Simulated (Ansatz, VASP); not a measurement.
**TePb: VASP beside Ansatz**

The input INCAR:

```
ALGO = Normal ; EDIFF = 1E-6
ENCUT = 500 ; GGA = PE
GGA_COMPAT = False ; ISIF = 2
ISMEAR = 0 ; LASPH = True
LCHARG = True ; LELF = True
LREAL = False ; LVHAR = True
LWAVE = False ; NBANDS = 17
NELM = 120 ; PREC = Accurate
SIGMA = 0.05
```

The input KPOINTS:

```
k-points
0
Gamma
  4 4 4
```

File POSCAR:

```
TePb
1.0
    4.1222809220      0.0000000000      0.0000000000
    0.0000000000      4.1222809220      0.0000000000
    0.0000000000      0.0000000000      4.1222809220
Pb Te
1 1
Direct
    0.0000000000      0.0000000000      0.0000000000
    0.5000000000      0.5000000000      0.5000000000
```

Input for Ansatz:

```yaml
crystal:
  lattice:
    - [4.122280922, 0.0, 0.0]
    - [0.0, 4.122280922, 0.0]
    - [0.0, 0.0, 4.122280922]
  atoms:
    - { symbol: Pb, position: [0.0, 0.0, 0.0] }
    - { symbol: Te, position: [0.5, 0.5, 0.5] }
basis:
  ecutwfc: 420
kpoints:
  mp_grid: { grid: [4, 4, 4] }
hamiltonian:
  xc: pbe
scf:
  occupations: { method: gaussian, width: 0.05 }
output:
  forces: true
  stress: true
  eigenvalues: true
```

Alike in both runs: task single point; functional PBE; k mesh 4 × 4 × 4; occupations gaussian, width 0.05 eV; no spin polarisation.

|  | VASP | Ansatz |
| --- | --- | --- |
| version | VASP 6.6.1 | Ansatz 0.2.0 |
| potentials or method | VASP PAW PBE potentials, release 64 (Pb_d, Te), cutoff 500 eV | scalar-relativistic, plane waves, PAW |
| valence electrons in the cell | 20 | 30 |

|  | VASP | Ansatz | Ansatz less VASP |
| --- | --- | --- | --- |
| gap on the k mesh at the Fermi level (eV) | none | none | - |
| pressure (GPa) | -2.4 | -2.4 | +0.04 |

A gap of «none» marks a metal or a gap that the smearing closes. The functional is the same, so the differences come from potentials, cutoffs and numerics. VASP's potentials hold 20 valence electrons a cell and Ansatz's 30, so a difference there can come from the potentials and not from the codes.

The k mesh is coarse, so the values compare programs but aren't converged. Spin-orbit coupling is off throughout.
